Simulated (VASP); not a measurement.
# BN (P1) in VASP: single point with PBE

Aim: the single point of BN with PBE.

All numbers are computed with VASP 6.6.1; they aren't measurements. Logs are shortened: lines on timing, memory, paths and dates and some standing lists are left out, and cuts for length are marked.

### Step 1. The cell of the first run

The typed cell holds 4 atoms: a = 2.668 Å, b = 2.609 Å, c = 4.417 Å, α = 88.42°, β = 91.04°, γ = 117.42°.

### Step 2. Single point, PBE (atoms moved at random and the cell strained at random)

Input file INCAR:

```
PREC = Accurate
ENCUT = 520
EDIFF = 1E-6
ISMEAR = 0
SIGMA = 0.02
LREAL = F
LASPH = T
NELM = 80
ALGO = Normal
ISIF = 2
LWAVE = F
LCHARG = F
GGA = PE
NBANDS = 16
```

Input file KPOINTS:

```
Automatic mesh
0
Gamma
  12 12 6
```

Input file POSCAR:

```
BN
1.0
    2.6671557442      0.0766181881     -0.0246455172
   -1.2672245749      2.2800529939      0.0364974765
   -0.0407891507      0.0461995251      4.4165139838
B N
2 2
Direct
    0.6759313267      0.3034433308      1.0093221528
    0.3190936240      0.7118068533      0.5109782304
    0.6616222789      0.3382253250      0.6165886899
    0.3433527704      0.6465244909      0.1131109269
```

Potentials or basis: VASP PAW PBE potentials, release 64 (B, N).

Launch:

```bash
$ cat potpaw_PBE.64/B/POTCAR potpaw_PBE.64/N/POTCAR > POTCAR
$ mpirun -np 1 vasp_std > vasp.out
```

OUTCAR:

```text
PREC = Accurate
   ENCUT = 520
   EDIFF = 1E-6
   ISMEAR = 0
   LREAL = F
   LASPH = T
   NELM = 80
   ISIF = 2
   GGA = PE

 ion  position               nearest neighbor table
   1  0.676  0.303  0.009-   4 1.58   4 1.60   4 1.65   3 1.74
   2  0.319  0.712  0.511-   3 1.54   3 1.64   3 1.67   4 1.78
   3  0.662  0.338  0.617-   2 1.54   2 1.64   2 1.67   1 1.74
   4  0.343  0.647  0.113-   1 1.58   1 1.60   1 1.65   2 1.78

  LATTYP: Found a triclinic cell.
 ALAT       =     2.6087989275
 B/A-ratio  =     1.0507286179
 C/A-ratio  =     1.6930948225
 COS(alpha) =     0.0085996094
 COS(beta)  =     0.0276160931
 COS(gamma) =     0.5033840229

  Lattice vectors:

 A1 = (   1.2672245749,  -2.2800529939,  -0.0364974765)
 A2 = (  -1.3999311693,  -2.3566711820,  -0.0118519593)
 A3 = (   0.0407891507,  -0.0461995251,  -4.4165139838)

Analysis of symmetry for initial positions (statically):
=====================================================================
 Subroutine PRICEL returns:
 Original cell was already a primitive cell.

 Routine SETGRP: Setting up the symmetry group for a
 triclinic supercell.

 Subroutine GETGRP returns: Found  1 space group operations
 (whereof  1 operations were pure point group operations)
 out of a pool of  2 trial point group operations.

The static configuration has the point symmetry C_1 .

Analysis of symmetry for dynamics (positions and initial velocities):
=====================================================================
 Subroutine PRICEL returns:
 Original cell was already a primitive cell.

 Routine SETGRP: Setting up the symmetry group for a
 triclinic supercell.

 Subroutine GETGRP returns: Found  1 space group operations
 (whereof  1 operations were pure point group operations)
 out of a pool of  2 trial point group operations.

The dynamic configuration has the point symmetry C_1 .

 Subroutine INISYM returns: Found  1 space group operations
 (whereof  1 operations are pure point group operations),
 and found     1 'primitive' translations

----------------------------------------------------------------------------------------

                                     Primitive cell

  volume of cell :      27.2813

  direct lattice vectors                    reciprocal lattice vectors
[... 90 lines left out ...]
   NELM   =     80;   NELMIN=  2; NELMDL= -5     # of ELM steps
   EDIFF  = 0.1E-05   stopping-criterion for ELM
   LREAL  =      F    real-space projection
   EDIFFG = 0.1E-04   stopping-criterion for IOM
   NSW    =      0    number of steps for IOM
   IBRION =     -1    ionic relax: 0-MD 1-quasi-New 2-CG
   NFREE  =      0    steps in history (QN), initial steepest desc. (CG)
   ISIF   =      2    stress and relaxation
   ISYM   =      2    0-nonsym 1-usesym 2-fastsym
   POTIM  = 0.5000    time-step for ionic-motion
   TEBEG  =    0.0;   TEEND  =   0.0 temperature during run
   PSTRESS=    0.0 pullay stress
   NELECT =      16.0000    total number of electrons
   NUPDOWN=      -1.0000    fix difference up-down
   EMIN   =  10.00;   EMAX   =-10.00  energy-range for DOS
   EFERMI =   0.00;   METHOD = LEGACY
   ISMEAR =     0;   SIGMA  =   0.02  broadening in eV -4-tet -1-fermi 0-gaus
   EFERMI_NEDOS =   21; number of points for ismear=-14 and -15
   IALGO  =     38    algorithm
   IMIX   =      4    mixing-type and parameters
     AMIX     =   0.40;   BMIX     =  1.00
     AMIX_MAG =   1.60;   BMIX_MAG =  1.00
  volume/ion in A,a.u.               =       6.82        46.03
  Fermi-wavevector in a.u.,A,eV,Ry     =   1.370334  2.589556 25.549230  1.877815
  Thomas-Fermi vector in A             =   2.496130
   LORBIT       =      0    0 simple, 1 ext, 2 COOP (PROOUT), +10 PAW based schemes
   GGA     = PE    functional components
   LHFCALC =     F    Hartree Fock is set to
   AEXX    =    0.0000 exact exchange contribution
   IVDW    =     0    specifies the selected vdW correction
   LEPSILON=     F    determine dielectric tensor
   LRPA    =     F    only Hartree local field effects (RPA)
 non-spin polarized calculation
 Gauss-broadening in eV      SIGMA  =   0.02
  energy-cutoff  :      520.00
  volume of cell :       27.28
 maximum number of plane-waves:       749
   NGX =  9   NGY =  9   NGZ = 17

 number of electron      15.9999999 magnetization

 Free energy of the ion-electron system (eV)
  ---------------------------------------------------
  ext. energy  EPLUGINS =         0.00000000
  ---------------------------------------------------
  free energy    TOTEN  =       -33.91927258 eV

  energy without entropy =      -33.91927258  energy(sigma->0) =      -33.91927258

 E-fermi :   6.6695     XC(G=0): -12.1225

 val. band max:        6.5410401750   @ k =   0.0000   0.0000   0.0000
 cond. band min:      10.8439162843   @ k =   0.5000   0.5000  -0.0000
 fundamental gap:      4.3028761093
 Fermi energy:         6.6694855349

 k-point     1 :       0.0000    0.0000    0.0000
  band No.  band energies     occupation
      1     -12.9841      2.00000
      2      -9.4926      2.00000
      3      -3.4607      2.00000
      4       3.2143      2.00000
      5       4.4351      2.00000
      6       4.8562      2.00000
[... 433 lines left out ...]
      3      -2.4223      2.00000
      4      -0.9207      2.00000
      5      -0.1947      2.00000
      6       0.6896      2.00000
[... 8 lines left out ...]
     15      20.1065      0.00000
     16      21.1914      0.00000

 [... further k-points ...]

------------------------ aborting loop because EDIFF is reached ----------------------------------------

  FORCE on cell =-STRESS in cart. coord.  units (eV):
  Direction    XX          YY          ZZ          XY          YZ          ZX
  --------------------------------------------------------------------------------------
  -------------------------------------------------------------------------------------
  Total       -6.5585271     -7.0497460     -4.6074404     -3.1663910     -0.8775975      0.8430616
  in kB     -385.1694017   -414.0177245   -270.5859136   -185.9559183    -51.5395756     49.5113496
  external PRESSURE =    -356.5910133 kB  Pullay stress =       0.0000000 kB

 VOLUME and BASIS-vectors are now :
 -----------------------------------------------------------------------------
  energy-cutoff  :      520.00
  volume of cell :       27.28
      direct lattice vectors                 reciprocal lattice vectors
     2.667155744  0.076618188 -0.024645517     0.369051269  0.205093804  0.001262999
    -1.267224575  2.280052994  0.036497477    -0.012445296  0.431743493 -0.004631249
    -0.040789151  0.046199525  4.416513984     0.002162267 -0.002423383  0.226468242

 POSITION                                       TOTAL-FORCE (eV/Angst)
 -----------------------------------------------------------------------------------
      1.41790      0.74409      0.03559        -0.591567      0.681326     -1.065000
     -0.07179      1.67101      2.27486         1.744439     -2.159768     -1.129121
      1.31089      0.85035      2.71921        -0.667675      1.234294      1.002980
      0.09187      1.50564      0.51469        -0.485196      0.244148      1.191141
 -----------------------------------------------------------------------------------
    total drift:                               -0.000145      0.000073      0.000230

  FREE ENERGIE OF THE ION-ELECTRON SYSTEM (eV)
  ---------------------------------------------------
  free  energy   TOTEN  =       -33.9192725833 eV

  energy  without entropy=      -33.9192725833  energy(sigma->0) =      -33.91927258
```

OSZICAR:

```text
N       E                     dE             d eps       ncg     rms          rms(c)
DAV:   1     0.369439449658E+02    0.36944E+02   -0.81365E+03 13968   0.957E+02
DAV:   2    -0.331193493525E+02   -0.70063E+02   -0.65270E+02 20104   0.217E+02
DAV:   3    -0.355654115568E+02   -0.24461E+01   -0.24393E+01 15864   0.379E+01
DAV:   4    -0.355726981095E+02   -0.72866E-02   -0.72860E-02 16920   0.236E+00
DAV:   5    -0.355727225352E+02   -0.24426E-04   -0.24426E-04 15448   0.127E-01    0.868E+00
DAV:   6    -0.339995600224E+02    0.15732E+01   -0.23052E+00 17416   0.137E+01    0.391E+00
DAV:   7    -0.339389109115E+02    0.60649E-01   -0.24493E-01 17056   0.409E+00    0.254E+00
DAV:   8    -0.339205939334E+02    0.18317E-01   -0.49776E-02 17248   0.175E+00    0.278E-01
DAV:   9    -0.339189492383E+02    0.16447E-02   -0.23739E-03 16296   0.554E-01    0.110E-01
DAV:  10    -0.339192532144E+02   -0.30398E-03   -0.64930E-04 17184   0.193E-01    0.279E-02
DAV:  11    -0.339192684269E+02   -0.15213E-04   -0.31651E-05 17344   0.533E-02    0.141E-02
DAV:  12    -0.339192723414E+02   -0.39145E-05   -0.61221E-06 16000   0.228E-02    0.238E-03
DAV:  13    -0.339192725833E+02   -0.24185E-06   -0.33563E-07  9136   0.614E-03
   1 F= -.33919273E+02 E0= -.33919273E+02  d E =-.159675E-22
```

stdout:

```text
POSCAR found type information on POSCAR B N
 POSCAR found :  2 types and       4 ions
 scaLAPACK will be used
 LDA part: xc-table for (Slater+PW92), standard interpolation
 POSCAR, INCAR and KPOINTS ok, starting setup
 FFT: planning ... GRIDC
 FFT: planning ... GRID_SOFT
 FFT: planning ... GRID
 WAVECAR not read
 entering main loop
```

It took 1.9 min on 1 thread of AMD EPYC 7R43 (Zen 3), shared host; peak memory 0.21 GiB.

Results:

```
Free energy            : -33.9193 eV
Pressure               : -35.7 GPa
Largest force          : 2.997 eV/Å
Band gap on the k mesh : 4.30 eV (least direct gap 6.26 eV)
```

Forces in eV/Å, atoms in the order of the input:
```
B   -0.592  0.681 -1.065
B    1.744 -2.160 -1.129
N   -0.668  1.234  1.003
N   -0.485  0.244  1.191
```

Caveat: the cell differs from its parent crystal (atoms moved at random and the cell strained at random); the cell stands under tension; forces of over 1 eV/Å act on the atoms, so gaps and moduli don't describe the material at rest. A k mesh can miss the band edges.
